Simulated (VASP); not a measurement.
# SiGe5 (P4/mmm) in VASP: a series of runs, part 2 of 2

VASP 6.6.1. Earlier steps stand in the parts before.

## Step 3: Single point, PBE

This run uses another cell than the first one, of 24.58 Å³/atom.

Contents of INCAR:

```
SYSTEM = SiGe5
PREC = Accurate
ENCUT = 520
EDIFF = 1E-7
ISMEAR = 0
SIGMA = 0.1
LREAL = .FALSE.
LASPH = .TRUE.
NELM = 100
ALGO = Normal
ISIF = 2
LWAVE = .FALSE.
LCHARG = .TRUE.
GGA = PE
LELF = .TRUE.
LVHAR = .TRUE.
NBANDS = 46
```

Contents of KPOINTS:

```
regular mesh
0
G
  6 6 10
  0 0 0
```

Contents of POSCAR:

```
SiGe5
1.0
    6.5434119350      0.0000000000      0.0000000000
    0.0000000000      6.5434119350      0.0000000000
    0.0000000000      0.0000000000      3.4444680938
Si Ge
1 5
Direct
    0.0000000000      0.0000000000      0.0000000000
    0.7925657762      0.7925657762      0.5000000000
    0.2074342238      0.2074342238      0.5000000000
    0.2074342238      0.7925657762      0.5000000000
    0.7925657762      0.2074342238      0.5000000000
    0.5000000000      0.5000000000      0.5000000000
```

Potentials or basis: VASP PAW PBE potentials, release 64 (Si, Ge_d).

Started as:

```bash
$ cat potpaw_PBE.64/Si/POTCAR potpaw_PBE.64/Ge_d/POTCAR > POTCAR
$ mpirun -np 1 vasp_std > vasp.out
```

OUTCAR:

```text
SYSTEM = SiGe5
   PREC = Accurate
   ENCUT = 520
   EDIFF = 1E-7
   ISMEAR = 0
   LREAL = .FALSE.
   LASPH = .TRUE.
   NELM = 100
   ISIF = 2
   GGA = PE

 ion  position               nearest neighbor table
   1  0.000  0.000  0.000-   2 2.58   3 2.58   4 2.58   5 2.58   2 2.58   3 2.58   4 2.58   5 2.58

   2  0.793  0.793  0.500-   1 2.58   1 2.58   6 2.71   4 2.71   5 2.71
   3  0.207  0.207  0.500-   1 2.58   1 2.58   6 2.71   4 2.71   5 2.71
   4  0.207  0.793  0.500-   1 2.58   1 2.58   6 2.71   2 2.71   3 2.71
   5  0.793  0.207  0.500-   1 2.58   1 2.58   6 2.71   2 2.71   3 2.71
   6  0.500  0.500  0.500-   2 2.71   3 2.71   4 2.71   5 2.71

  LATTYP: Found a simple tetragonal cell.
 ALAT       =     6.5434119350
 C/A-ratio  =     0.5264024530

  Lattice vectors:

 A1 = (   6.5434119350,   0.0000000000,   0.0000000000)
 A2 = (   0.0000000000,   6.5434119350,   0.0000000000)
 A3 = (   0.0000000000,   0.0000000000,   3.4444680938)

Analysis of symmetry for initial positions (statically):
[... 182 lines left out ...]
 E-fermi :   4.2131     XC(G=0):  -9.4169

 val. band max:        4.1689198439   @ k =   0.5000   0.0000   0.1000
 cond. band min:       4.2435729902   @ k =   0.0000   0.0000   0.4000
 fundamental gap:      0.0746531464
 Fermi energy:         4.2130927143

 k-point     1 :       0.0000    0.0000    0.0000
  band No.  band energies     occupation
      1     -20.5214      2.00000
      2     -20.5016      2.00000
      3     -20.5000      2.00000
      4     -20.4796      2.00000
      5     -20.4787      2.00000
      6     -20.4787      2.00000
[... 1165 lines left out ...]
     45       8.9448      0.00000
     46       9.8711      0.00000

 [... further k-points ...]

------------------------ aborting loop because EDIFF is reached ----------------------------------------

  FORCE on cell =-STRESS in cart. coord.  units (eV):
  Direction    XX          YY          ZZ          XY          YZ          ZX
  --------------------------------------------------------------------------------------
  -------------------------------------------------------------------------------------
  Total        0.0053161      0.0053161      0.0036908      0.0000000     -0.0000000     -0.0000000
  in kB        0.0577527      0.0577527      0.0400955      0.0000000     -0.0000000     -0.0000000
  external PRESSURE =       0.0518670 kB  Pullay stress =       0.0000000 kB

 VOLUME and BASIS-vectors are now :
 -----------------------------------------------------------------------------
  energy-cutoff  :      520.00
  volume of cell :      147.48
      direct lattice vectors                 reciprocal lattice vectors
     6.543411935  0.000000000  0.000000000     0.152825469  0.000000000  0.000000000
     0.000000000  6.543411935  0.000000000     0.000000000  0.152825469  0.000000000
     0.000000000  0.000000000  3.444468094     0.000000000  0.000000000  0.290320587

 POSITION                                       TOTAL-FORCE (eV/Angst)
 -----------------------------------------------------------------------------------
      0.00000      0.00000      0.00000         0.000000      0.000000     -0.000000
      5.18608      5.18608      1.72223        -0.003484     -0.003484     -0.000000
      1.35733      1.35733      1.72223         0.003484      0.003484      0.000000
      1.35733      5.18608      1.72223         0.003484     -0.003484     -0.000000
      5.18608      1.35733      1.72223        -0.003484      0.003484      0.000000
      3.27171      3.27171      1.72223         0.000000      0.000000     -0.000000
 -----------------------------------------------------------------------------------
    total drift:                                0.000000     -0.000000     -0.000000

  FREE ENERGIE OF THE ION-ELECTRON SYSTEM (eV)
  ---------------------------------------------------
  free  energy   TOTEN  =       -25.2454530754 eV

  energy  without entropy=      -25.2347074005  energy(sigma->0) =      -25.24008024
```

OSZICAR:

```text
N       E                     dE             d eps       ncg     rms          rms(c)
DAV:   1     0.794806724941E+03    0.79481E+03   -0.35701E+04  6578   0.403E+03
DAV:   2     0.123290922773E+03   -0.67152E+03   -0.65205E+03  5520   0.993E+02
DAV:   3    -0.151207132132E+02   -0.13841E+03   -0.13526E+03  5992   0.233E+02
DAV:   4    -0.254735392896E+02   -0.10353E+02   -0.10235E+02  6498   0.714E+01
DAV:   5    -0.257520901562E+02   -0.27855E+00   -0.27810E+00  6274   0.129E+01    0.470E+00
DAV:   6    -0.252799296464E+02    0.47216E+00   -0.11242E+00  7462   0.707E+00    0.248E+00
DAV:   7    -0.252478552651E+02    0.32074E-01   -0.38929E-01  7510   0.447E+00    0.114E+00
DAV:   8    -0.252439454594E+02    0.39098E-02   -0.57814E-02  6428   0.202E+00    0.342E-01
DAV:   9    -0.252445854949E+02   -0.64004E-03   -0.10213E-02  6404   0.192E+00    0.141E-01
DAV:  10    -0.252452450786E+02   -0.65958E-03   -0.17632E-03  7266   0.933E-01    0.465E-02
DAV:  11    -0.252454491633E+02   -0.20408E-03   -0.63620E-04  6290   0.183E-01    0.187E-02
DAV:  12    -0.252454439312E+02    0.52321E-05   -0.95728E-05  6730   0.158E-01    0.103E-02
DAV:  13    -0.252454523620E+02   -0.84308E-05   -0.31377E-05  7712   0.591E-02    0.505E-03
DAV:  14    -0.252454528249E+02   -0.46284E-06   -0.76835E-06  6720   0.464E-02    0.240E-03
DAV:  15    -0.252454530273E+02   -0.20247E-06   -0.13881E-06  6054   0.332E-02    0.853E-04
DAV:  16    -0.252454530754E+02   -0.48087E-07   -0.29730E-07  5382   0.103E-02
   1 F= -.25245453E+02 E0= -.25240080E+02  d E =-.107457E-01
```

stdout:

```text
POSCAR found type information on POSCAR SiGe
 POSCAR found :  2 types and       6 ions
 scaLAPACK will be used
 LDA part: xc-table for (Slater+PW92), standard interpolation
 POSCAR, INCAR and KPOINTS ok, starting setup
 FFT: planning ... GRIDC
 FFT: planning ... GRID_SOFT
 FFT: planning ... GRID
 WAVECAR not read
 entering main loop
```

Wall time 4.3 min (1 thread of Intel Xeon 6975P-C (Granite Rapids), shared host); peak memory 0.44 GiB.

Results:

- Free energy: -25.2455 eV
- Pressure: 0.0 GPa
- Largest force: 0.005 eV/Å
- Band gap on the k mesh: zero (bands 37 and 38 overlap by 4.02 eV)

Forces in eV/Å, atoms in the order of the input:
```
Si   0.000  0.000  0.000
Ge  -0.003 -0.003  0.000
Ge   0.003  0.003  0.000
Ge   0.003 -0.003  0.000
Ge  -0.003  0.003  0.000
Ge   0.000  0.000  0.000
```

## Step 4: Relaxation of cell and atoms, PBE

This run uses another cell than the first one, of 25.22 Å³/atom.

Contents of INCAR:

```
PREC = Accurate ; ENCUT = 600
EDIFF = 1E-7 ; ISMEAR = 0
SIGMA = 0.1 ; LREAL = F
LASPH = T ; NELM = 60
ALGO = Normal ; ISIF = 3
LWAVE = F ; LCHARG = F
GGA = PE ; IBRION = 2
NSW = 90 ; EDIFFG = -0.04
```

Contents of KPOINTS:

```
regular mesh
0
Gamma
  4 4 6
```

Contents of POSCAR:

```
SiGe5
1.0
    6.4696992296      0.0000000000      0.0000000000
    0.0000000000      6.4696992296      0.0000000000
    0.0000000000      0.0000000000      3.6157052365
Si Ge
1 5
Direct
    0.0000000000      0.0000000000      0.0000000000
    0.7941163840      0.7941163840      0.5000000000
    0.2058836160      0.2058836160      0.5000000000
    0.2058836160      0.7941163840      0.5000000000
    0.7941163840      0.2058836160      0.5000000000
    0.5000000000      0.5000000000      0.5000000000
```

Started as:

```bash
$ cat potpaw_PBE.64/Si/POTCAR potpaw_PBE.64/Ge_d/POTCAR > POTCAR
$ mpirun -np 1 vasp_std > vasp.out
```

It took 5.4 min on 1 thread of Intel Xeon 6975P-C (Granite Rapids), shared host; peak memory 0.37 GiB.

The run converged. Its results:

```yaml
Free_energy: -25.1293 eV
Relaxed_volume: 25.46 Å³/atom
Relaxed_cell: a = 6.451 Å, b = 6.451 Å, c = 3.671 Å, α = 90.00°, β = 90.00°, γ = 90.00°
Space_group_after_relaxing_to_0.1_Å: P4/mmm (No. 123)
Energy_gained_by_relaxing: 1.9 meV/atom
Ionic_steps: 4
Pressure_after_relaxing: 0.0 GPa
Largest_force_after_relaxing: 0.029 eV/Å
Band_gap_on_the_k_mesh: zero (bands 37 and 38 overlap by 3.27 eV)
```

Forces in eV/Å, atoms in the order of the input:
```
Si   0.000  0.000  0.000
Ge   0.021  0.021  0.000
Ge  -0.021 -0.021  0.000
Ge  -0.021  0.021  0.000
Ge   0.021 -0.021  0.000
Ge   0.000  0.000  0.000
```

Step by step:
| step | energy change (eV) | largest force (eV/Å) | pressure (GPa) | volume (Å³) |
| --- | --- | --- | --- | --- |
| 1 | 0.0000 | 0.1268 | -0.01 | 151.34 |
| 2 | -0.0079 | 0.0361 | 0.27 | 151.32 |
| 3 | -0.0090 | 0.0107 | 0.39 | 151.30 |
| 4 | -0.0112 | 0.0292 | 0.02 | 152.78 |

Final structure:
```xyz
6
Lattice="6.4510 0.0000 0.0000 0.0000 6.4510 0.0000 0.0000 0.0000 3.6713" Properties=species:S:1:pos:R:3 pbc="T T T"
Si    6.4510    0.0000    3.6713
Ge    5.1299    5.1299    1.8356
Ge    1.3211    1.3211    1.8356
Ge    1.3211    5.1299    1.8356
Ge    5.1299    1.3211    1.8356
Ge    3.2255    3.2255    1.8356
```

Levels at points of the mesh, in eV from the Fermi level:
| k point | band 33 | band 34 | band 35 | band 36 | band 37 | band 38 | band 39 | band 40 | band 41 | band 42 |
| --- | --- | --- | --- | --- | --- | --- | --- | --- | --- | --- |
| (0.00, 0.00, 0.00) | -3.59 | -3.39 | -2.23 | 0.44 | 1.76 | 1.76 | 2.37 | 2.46 | 2.46 | 4.14 |
| (0.50, 0.00, 0.00) | -2.15 | -0.88 | -0.47 | -0.30 | 0.08 | 0.42 | 0.96 | 1.90 | 2.38 | 2.81 |
| (0.50, 0.50, 0.00) | -3.02 | -2.10 | -1.92 | 0.36 | 0.73 | 0.73 | 1.62 | 1.62 | 1.84 | 2.16 |
| (0.00, 0.00, 0.50) | -3.62 | -2.61 | -2.61 | -2.61 | -2.12 | -1.50 | 0.16 | 2.35 | 3.03 | 3.43 |
| (0.50, 0.00, 0.50) | -4.11 | -3.53 | -1.57 | -1.18 | -0.39 | 0.25 | 0.63 | 0.75 | 1.09 | 2.22 |
| (0.50, 0.50, 0.50) | -3.31 | -2.47 | -2.40 | -1.91 | -1.91 | -1.03 | 1.39 | 1.80 | 1.80 | 2.04 |

## Step 5: The runs side by side

```csv
task,cell,k mesh,cutoff (eV),gap on the mesh (eV),pressure (GPa),relaxed volume (Å³/atom),largest force (eV/Å)
relaxation of cell and atoms,"relaxed from a = 5.029, b = 5.029, c = 5.407 Å, 6 atoms, atomic positions A",4 × 4 × 4,600,none,0.0,25.14,0.02
single point,"a = 6.543, b = 6.543, c = 3.444 Å, 6 atoms, atomic positions B",6 × 6 × 10,520,none,0.0,-,-
relaxation of cell and atoms,"relaxed from a = 6.470, b = 6.470, c = 3.616 Å, 6 atoms, atomic positions C",4 × 4 × 6,600,none,0.0,25.46,0.03
```

Alike in all rows: level PBE; potentials or basis VASP PAW PBE potentials, release 64 (Si, Ge_d); no spin polarisation; smearing gaussian 0.1 eV.

Caveats: a cell axis changed by over 15 % at a fixed basis, so the end point is rough (at least some runs).

Total energies depend on the potentials used, so only differences within one code and one set of settings carry meaning.

The gap in the log of VASP goes by the Fermi energy; the results here count the filled bands.